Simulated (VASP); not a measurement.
The system is Be2BiSb3.

```
CELL_PARAMETERS angstrom
3.36100 0.00000 0.00000
-1.68050 2.91071 0.00000
0.00000 0.00000 8.23274
ATOMIC_POSITIONS crystal
Be 0.33333 0.66667 0.66667
Be 0.66667 0.33333 0.33333
Sb 0.00000 0.00000 0.50000
Sb 0.33333 0.66667 0.16667
Sb 0.66667 0.33333 0.83333
Bi 0.00000 0.00000 0.00000
```

| Item | Value |
| --- | --- |
| Program | VASP 6.6.1 |
| Task | relaxation of cell and atoms |
| Functional | PBE |
| Potentials or basis | VASP PAW PBE potentials, release 64 (Be, Sb, Bi_d) |
| Cutoff | 600 eV |
| k mesh | 6 × 6 × 2 |
| Occupations | gaussian, width 0.1 eV |
| Spin | no spin polarisation |

At the start: pressure 139.7 GPa; volume 13.42 Å³/atom.

Task: How do energy, volume and symmetry change on relaxing?

Result: Over 23 steps the energy falls by 3177.4 meV/atom and the volume is 22.48 Å³/atom (+67.5 %); space group P-3m1 (No. 164, to 0.1 Å) before and after.

Step by step:
| step | energy change (eV) | largest force (eV/Å) | pressure (GPa) | volume (Å³) |
| --- | --- | --- | --- | --- |
| 1 | 0.0000 | 16.5458 | 139.69 | 80.54 |
| 2 | -10.2130 | 0.7769 | -7.92 | 308.45 |
| 3 | -12.5008 | 0.6327 | -9.15 | 262.49 |
| 4 | -14.5119 | 0.4232 | -10.03 | 227.32 |
| 5 | -18.9778 | 0.1919 | -2.11 | 141.49 |
| 6 | -18.9729 | 0.4210 | 1.80 | 132.81 |
| 7 | -19.0039 | 0.2859 | -0.45 | 137.34 |
| 8 | -19.0018 | 0.3220 | 0.17 | 136.00 |
| 9 | -19.0130 | 0.2692 | 0.38 | 135.41 |
| 10 | -19.0316 | 0.2043 | 1.10 | 133.62 |
| 11 | -19.0427 | 0.1741 | 0.45 | 134.86 |
| 12 | -19.0480 | 0.1338 | -0.43 | 136.69 |
| 13 | -19.0509 | 0.1163 | -0.42 | 136.55 |
| 14 | -19.0564 | 0.0621 | -0.27 | 136.13 |
| 15 | -19.0520 | 0.1848 | 0.05 | 135.29 |
| 16 | -19.0573 | 0.0905 | -0.18 | 135.90 |
| 17 | -19.0593 | 0.0690 | 0.09 | 135.23 |
| 18 | -19.0601 | 0.0482 | 0.36 | 134.59 |
| 19 | -19.0613 | 0.0321 | 0.32 | 134.64 |
| 20 | -19.0638 | 0.0147 | 0.16 | 134.80 |
| 21 | -19.0631 | 0.0975 | -0.10 | 135.10 |
| 22 | -19.0641 | 0.0628 | -0.01 | 134.96 |
| 23 | -19.0643 | 0.0398 | 0.07 | 134.88 |

Final structure:
```xyz
6
Lattice="3.9325 0.0000 0.0000 -1.9663 3.4057 0.0000 0.0000 0.0000 10.0713" Properties=species:S:1:pos:R:3 pbc="T T T"
Be    0.0000    2.2704    6.5698
Be    1.9663    1.1352    3.5015
Sb    0.0000    0.0000    5.0356
Sb    0.0000    2.2704    2.2669
Sb    1.9663    1.1352    7.8044
Bi    0.0000    0.0000    0.0000
```

Caveat: the k points lie up to 0.31 Å⁻¹ apart in the final cell, too coarse for converged energies and pressures of a metal; the volume moved by over 15 % at a fixed basis, so the end points are rough.
